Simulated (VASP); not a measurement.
# CdTe (F-43m) in VASP: further runs

The runs below take CdTe through single point, with PBE.

Program: VASP 6.6.1. These are calculated values, not measurements. Logs are shortened: lines on timing, memory, paths and dates and some standing lists are left out, and cuts for length are marked.

## 1. The cell of the first run

The structure is cubic, space group F-43m (No. 216). Conventional cell: a = 6.152 Å, b = 6.152 Å, c = 6.152 Å, α = 90.00°, β = 90.00°, γ = 90.00°. Within 3.5 Å of Cd (site symmetry -43m) lie 4 Te at 2.66 Å. Te (site symmetry -43m) has 4 Cd at 2.66 Å within 3.5 Å.

## 2. Single point, PBE (29.10 Å³/atom)

INCAR reads:

```
SYSTEM = CdTe
PREC     = Accurate       ! precision mode
ENCUT    = 520            ! plane-wave cutoff, eV
EDIFF    = 1E-7           ! SCF threshold, eV
ISMEAR   = -1             ! smearing method
SIGMA    = 0.02           ! smearing width, eV
LREAL    = .FALSE.        ! projectors in reciprocal space
LASPH    = .TRUE.         ! aspherical terms in the spheres
NELM     = 100            ! most SCF steps
ALGO     = Normal         ! electronic algorithm
ISIF     = 2              ! what is computed and relaxed
LWAVE    = .FALSE.        ! write WAVECAR
LCHARG   = .FALSE.        ! write CHGCAR
GGA      = PE             ! functional
NBANDS   = 16             ! bands
```

KPOINTS reads:

```
regular mesh
0
G
  12 12 12
  0 0 0
```

POSCAR reads:

```
CdTe
1.0
    0.0000000000      3.0759003814      3.0759003814
    3.0759003814      0.0000000000      3.0759003814
    3.0759003814      3.0759003814      0.0000000000
Cd Te
1 1
Direct
    0.0000000000      0.0000000000      0.0000000000
    0.2500000000      0.2500000000      0.2500000000
```

Potentials or basis: VASP PAW PBE potentials, release 64 (Cd, Te).

Command:

```sh
> cat potpaw_PBE.64/Cd/POTCAR potpaw_PBE.64/Te/POTCAR > POTCAR
> mpirun -np 1 vasp_std > vasp.out
```

OUTCAR:

```text
SYSTEM = CdTe
   PREC = Accurate
   ENCUT = 520
   EDIFF = 1E-7
   ISMEAR = -1
   LREAL = .FALSE.
   LASPH = .TRUE.
   NELM = 100
   ISIF = 2
   GGA = PE

 ion  position               nearest neighbor table
   1  0.000  0.000  0.000-   2 2.66   2 2.66   2 2.66   2 2.66
   2  0.250  0.250  0.250-   1 2.66   1 2.66   1 2.66   1 2.66

  LATTYP: Found a face centered cubic cell.
 ALAT       =     6.1518007628

  Lattice vectors:

 A1 = (   0.0000000000,   3.0759003814,   3.0759003814)
 A2 = (   3.0759003814,   0.0000000000,   3.0759003814)
 A3 = (   3.0759003814,   3.0759003814,   0.0000000000)

Analysis of symmetry for initial positions (statically):
=====================================================================
 Subroutine PRICEL returns:
 Original cell was already a primitive cell.

 Routine SETGRP: Setting up the symmetry group for a
 face centered cubic supercell.

 Subroutine GETGRP returns: Found 24 space group operations
 (whereof 24 operations were pure point group operations)
 out of a pool of 48 trial point group operations.

The static configuration has the point symmetry T_d .

Analysis of symmetry for dynamics (positions and initial velocities):
=====================================================================
 Subroutine PRICEL returns:
 Original cell was already a primitive cell.

 Routine SETGRP: Setting up the symmetry group for a
 face centered cubic supercell.

 Subroutine GETGRP returns: Found 24 space group operations
 (whereof 24 operations were pure point group operations)
 out of a pool of 48 trial point group operations.

The dynamic configuration has the point symmetry T_d .

 Subroutine INISYM returns: Found 24 space group operations
 (whereof 24 operations are pure point group operations),
 and found     1 'primitive' translations

----------------------------------------------------------------------------------------

                                     Primitive cell

  volume of cell :      58.2032

  direct lattice vectors                    reciprocal lattice vectors
     0.000000000  3.075900381  3.075900381    -0.162554029  0.162554029  0.162554029
     3.075900381  0.000000000  3.075900381     0.162554029 -0.162554029  0.162554029
     3.075900381  3.075900381  0.000000000     0.162554029  0.162554029 -0.162554029

  length of vectors
     4.349980036  4.349980036  4.349980036     0.281551837  0.281551837  0.281551837

  position of ions in fractional coordinates (direct lattice)
     0.000000000  0.000000000  0.000000000
     0.250000000  0.250000000  0.250000000

  ion indices of the primitive-cell ions
   primitive index   ion index
                 1           1
                 2           2

----------------------------------------------------------------------------------------

 KPOINTS: regular mesh

Automatic generation of k-mesh.
 Grid dimensions read from file:
 generate k-points for:   12   12   12

 Generating k-lattice:

  Cartesian coordinates                     Fractional coordinates (reciprocal lattice)
    -0.013546169  0.013546169  0.013546169     0.083333333  0.000000000  0.000000000
     0.013546169 -0.013546169  0.013546169     0.000000000  0.083333333  0.000000000
     0.013546169  0.013546169 -0.013546169     0.000000000  0.000000000  0.083333333

  Length of vectors
     0.023462653  0.023462653  0.023462653

  Shift w.r.t. Gamma in fractional coordinates (k-lattice)
     0.000000000  0.000000000  0.000000000

 Subroutine IBZKPT returns following result:
 ===========================================

 Found     72 irreducible k-points:

 Following reciprocal coordinates:
            Coordinates               Weight
  0.000000  0.000000  0.000000      1.000000
  0.083333  0.000000  0.000000      8.000000
  0.166667  0.000000  0.000000      8.000000
  0.250000  0.000000  0.000000      8.000000
  0.333333  0.000000  0.000000      8.000000
  0.416667  0.000000  0.000000      8.000000
[... 16 lines left out ...]
  0.500000  0.166667  0.000000     24.000000
 -0.416667  0.166667  0.000000     24.000000
 [... further k-points ...]
   k-points           NKPTS =     72   k-points in BZ     NKDIM =     72   number of bands    NBANDS=     16
   number of dos      NEDOS =    301   number of ions     NIONS =      2
   total plane-waves  NPLWV =  32768
   dimension x,y,z NGX =    32 NGY =   32 NGZ =   32
   dimension x,y,z NGXF=    64 NGYF=   64 NGZF=   64
   ions per type =               1   1
   NGX,Y,Z   is equivalent  to a cutoff of  12.23, 12.23, 12.23 a.u.
   NGXF,Y,Z  is equivalent  to a cutoff of  24.46, 24.46, 24.46 a.u.
 SYSTEM =  CdTe
   PREC   = accura    normal or accurate (medium, high low for compatibility)
   ISTART =      0    job   : 0-new  1-cont  2-samecut
   ICHARG =      2    charge: 1-file 2-atom 10-const
   ISPIN  =      1    spin polarized calculation?
   LNONCOLLINEAR =      F non collinear calculations
   LSORBIT =      F    spin-orbit coupling
   LASPH  =      T    aspherical Exc in radial PAW
   ENCUT  =  520.0 eV  38.22 Ry    6.18 a.u.   8.09  8.09  8.09*2*pi/ulx,y,z
   NELM   =    100;   NELMIN=  2; NELMDL= -5     # of ELM steps
   EDIFF  = 0.1E-06   stopping-criterion for ELM
   LREAL  =      F    real-space projection
   EDIFFG = 0.1E-05   stopping-criterion for IOM
   NSW    =      0    number of steps for IOM
   IBRION =     -1    ionic relax: 0-MD 1-quasi-New 2-CG
   NFREE  =      0    steps in history (QN), initial steepest desc. (CG)
   ISIF   =      2    stress and relaxation
   ISYM   =      2    0-nonsym 1-usesym 2-fastsym
   POTIM  = 0.5000    time-step for ionic-motion
   TEBEG  =    0.0;   TEEND  =   0.0 temperature during run
   PSTRESS=    0.0 pullay stress
   NELECT =      18.0000    total number of electrons
   NUPDOWN=      -1.0000    fix difference up-down
   EMIN   =  10.00;   EMAX   =-10.00  energy-range for DOS
   EFERMI =   0.00;   METHOD = LEGACY
   ISMEAR =    -1;   SIGMA  =   0.02  broadening in eV -4-tet -1-fermi 0-gaus
   EFERMI_NEDOS =   21; number of points for ismear=-14 and -15
   IALGO  =     38    algorithm
   IMIX   =      4    mixing-type and parameters
     AMIX     =   0.40;   BMIX     =  1.00
     AMIX_MAG =   1.60;   BMIX_MAG =  1.00
  volume/ion in A,a.u.               =      29.10       196.39
  Fermi-wavevector in a.u.,A,eV,Ry     =   1.107091  2.092099 16.675993  1.225651
  Thomas-Fermi vector in A             =   2.243601
   LORBIT       =      0    0 simple, 1 ext, 2 COOP (PROOUT), +10 PAW based schemes
   GGA     = PE    functional components
   LHFCALC =     F    Hartree Fock is set to
   AEXX    =    0.0000 exact exchange contribution
   IVDW    =     0    specifies the selected vdW correction
   LEPSILON=     F    determine dielectric tensor
   LRPA    =     F    only Hartree local field effects (RPA)
 non-spin polarized calculation
  energy-cutoff  :      520.00
  volume of cell :       58.20
 maximum number of plane-waves:      1592
   NGX = 17   NGY = 17   NGZ = 17

 number of electron      18.0000009 magnetization

 Free energy of the ion-electron system (eV)
  ---------------------------------------------------
  ext. energy  EPLUGINS =         0.00000000
  ---------------------------------------------------
  free energy    TOTEN  =        -4.32914516 eV

  energy without entropy =       -4.32914516  energy(sigma->0) =       -4.32914516

 E-fermi :   4.3126     XC(G=0):  -9.2990

 val. band max:        3.9276194950   @ k =   0.0000   0.0000   0.0000
 cond. band min:       5.1909185505   @ k =   0.0000   0.0000   0.0000
 fundamental gap:      1.2632990554
 Fermi energy:         4.3126415961

 k-point     1 :       0.0000    0.0000    0.0000
  band No.  band energies     occupation
      1      -8.2824      2.00000
      2      -5.0442      2.00000
      3      -5.0442      2.00000
      4      -5.0442      2.00000
      5      -4.6488      2.00000
      6      -4.6488      2.00000
[... 8 lines left out ...]
     15      13.5458      0.00000
     16      13.5458      0.00000

 k-point     2 :       0.0833    0.0000    0.0000
  band No.  band energies     occupation
      1      -8.2452      2.00000
      2      -5.0363      2.00000
      3      -5.0363      2.00000
      4      -5.0224      2.00000
      5      -4.6497      2.00000
      6      -4.6497      2.00000
[... 8 lines left out ...]
     15      12.9226      0.00000
     16      12.9226      0.00000

 k-point     3 :       0.1667    0.0000    0.0000
  band No.  band energies     occupation
      1      -8.1427      2.00000
      2      -5.0157      2.00000
      3      -5.0157      2.00000
      4      -4.9490      2.00000
      5      -4.6514      2.00000
      6      -4.6514      2.00000
[... 8 lines left out ...]
     15      12.4398      0.00000
     16      12.4695      0.00000

 k-point     4 :       0.2500    0.0000    0.0000
  band No.  band energies     occupation
      1      -8.0016      2.00000
      2      -4.9897      2.00000
      3      -4.9897      2.00000
      4      -4.8036      2.00000
      5      -4.6506      2.00000
      6      -4.6506      2.00000
[... 8 lines left out ...]
     15      12.4316      0.00000
     16      12.4316      0.00000
[... 324 lines left out ...]
 k-point    22 :       0.4167    0.1667    0.0000
  band No.  band energies     occupation
      1      -7.7505      2.00000
      2      -4.9381      2.00000
      3      -4.9134      2.00000
      4      -4.7082      2.00000
      5      -4.6273      2.00000
      6      -4.3684      2.00000
[... 8 lines left out ...]
     15      14.0147      0.00000
     16      14.5865      0.00000

 k-point    23 :       0.5000    0.1667    0.0000
  band No.  band energies     occupation
      1      -7.6821      2.00000
      2      -4.9303      2.00000
      3      -4.9074      2.00000
      4      -4.6801      2.00000
      5      -4.6315      2.00000
      6      -4.1303      2.00000
[... 8 lines left out ...]
     15      14.3905      0.00000
     16      14.6911      0.00000

 k-point    24 :      -0.4167    0.1667    0.0000
  band No.  band energies     occupation
      1      -7.6736      2.00000
      2      -4.9280      2.00000
      3      -4.9126      2.00000
      4      -4.6623      2.00000
      5      -4.6428      2.00000
      6      -4.0826      2.00000
[... 8 lines left out ...]
     15      13.5879      0.00000
     16      14.0528      0.00000

 [... further k-points ...]

------------------------ aborting loop because EDIFF is reached ----------------------------------------

  FORCE on cell =-STRESS in cart. coord.  units (eV):
  Direction    XX          YY          ZZ          XY          YZ          ZX
  --------------------------------------------------------------------------------------
  -------------------------------------------------------------------------------------
  Total        4.8118030      4.8118030      4.8118030      0.0000000      0.0000000      0.0000000
  in kB      132.4559986    132.4559986    132.4559986      0.0000000      0.0000000      0.0000000
  external PRESSURE =     132.4559986 kB  Pullay stress =       0.0000000 kB

 VOLUME and BASIS-vectors are now :
 -----------------------------------------------------------------------------
  energy-cutoff  :      520.00
  volume of cell :       58.20
      direct lattice vectors                 reciprocal lattice vectors
     0.000000000  3.075900381  3.075900381    -0.162554029  0.162554029  0.162554029
     3.075900381  0.000000000  3.075900381     0.162554029 -0.162554029  0.162554029
     3.075900381  3.075900381  0.000000000     0.162554029  0.162554029 -0.162554029

 POSITION                                       TOTAL-FORCE (eV/Angst)
 -----------------------------------------------------------------------------------
      0.00000      0.00000      0.00000         0.000000     -0.000000     -0.000000
      1.53795      1.53795      1.53795        -0.000000      0.000000      0.000000
 -----------------------------------------------------------------------------------
    total drift:                               -0.000001     -0.000001     -0.000001

  FREE ENERGIE OF THE ION-ELECTRON SYSTEM (eV)
  ---------------------------------------------------
  free  energy   TOTEN  =        -4.3291451628 eV

  energy  without entropy=       -4.3291451628  energy(sigma->0) =       -4.32914516
```

It took 18 s on 1 thread of Intel Xeon 6975P-C (Granite Rapids), shared host; peak memory 0.22 GiB.

What came out:

- Free energy: -4.3291 eV
- Pressure: 13.2 GPa
- Band gap on the k mesh: 1.26 eV

Levels at points of the mesh, in eV from the valence-band top:
```tsv
k point	band 5	band 6	band 7	band 8	band 9	band 10	band 11	band 12	band 13	band 14
(0.00, 0.00, 0.00)	-8.58	-8.58	0.00	0.00	0.00	1.26	4.44	4.44	4.44	7.63
(0.50, 0.00, 0.00)	-8.56	-8.08	-5.43	-1.04	-1.04	1.96	5.08	5.08	7.04	9.33
(0.50, 0.50, 0.00)	-8.53	-7.88	-5.14	-2.47	-2.47	2.21	2.55	9.77	9.92	9.92
```

Caveat: the cell stands under pressure; spin-orbit coupling is left out, which moves the levels of the heavy elements.

## 3. Single point, PBE (29.72 Å³/atom)

This run uses another cell than the first one, of 29.72 Å³/atom.

INCAR reads:

```
PREC = Accurate ; ENCUT = 520
EDIFF = 1E-6 ; ISMEAR = -1
SIGMA = 0.02 ; LREAL = F
LASPH = T ; NELM = 80
ALGO = Normal ; ISIF = 2
LWAVE = F ; LCHARG = T
GGA = PE ; LELF = T
LVHAR = T ; NBANDS = 16
```

KPOINTS reads:

```
regular mesh
0
Gamma
  12 12 12
```

POSCAR reads:

```
CdTe
1.0
    0.0000000000      3.0975623654      3.0975623654
    3.0975623654      0.0000000000      3.0975623654
    3.0975623654      3.0975623654      0.0000000000
Cd Te
1 1
Direct
    0.0000000000      0.0000000000      0.0000000000
    0.2500000000      0.2500000000      0.2500000000
```

Potentials or basis: VASP PAW PBE potentials, release 64 (Cd, Te).

Command:

```sh
> cat potpaw_PBE.64/Cd/POTCAR potpaw_PBE.64/Te/POTCAR > POTCAR
> mpirun -np 1 vasp_std > vasp.out
```

Wall time 23 s (1 thread of Intel Xeon 6975P-C (Granite Rapids), shared host); peak memory 0.25 GiB.

Results (log left out):

```yaml
Free_energy: -4.4243 eV
Pressure: 11.4 GPa
Band_gap_on_the_k_mesh: 1.20 eV
```

Levels at points of the mesh, in eV from the valence-band top:
```csv
k point,band 6,band 7,band 8,band 9,band 10,band 11,band 12,band 13
"(0.00, 0.00, 0.00)",-8.49,0.00,0.00,0.00,1.20,4.47,4.47,4.47
"(0.50, 0.00, 0.00)",-8.01,-5.28,-1.00,-1.00,1.94,5.10,5.10,7.06
"(0.50, 0.50, 0.00)",-7.82,-5.02,-2.38,-2.38,2.27,2.58,9.64,9.82
```

Caveat: the cell stands under pressure; spin-orbit coupling is left out, which moves the levels of the heavy elements.

(Continued in part 2 of 2.)
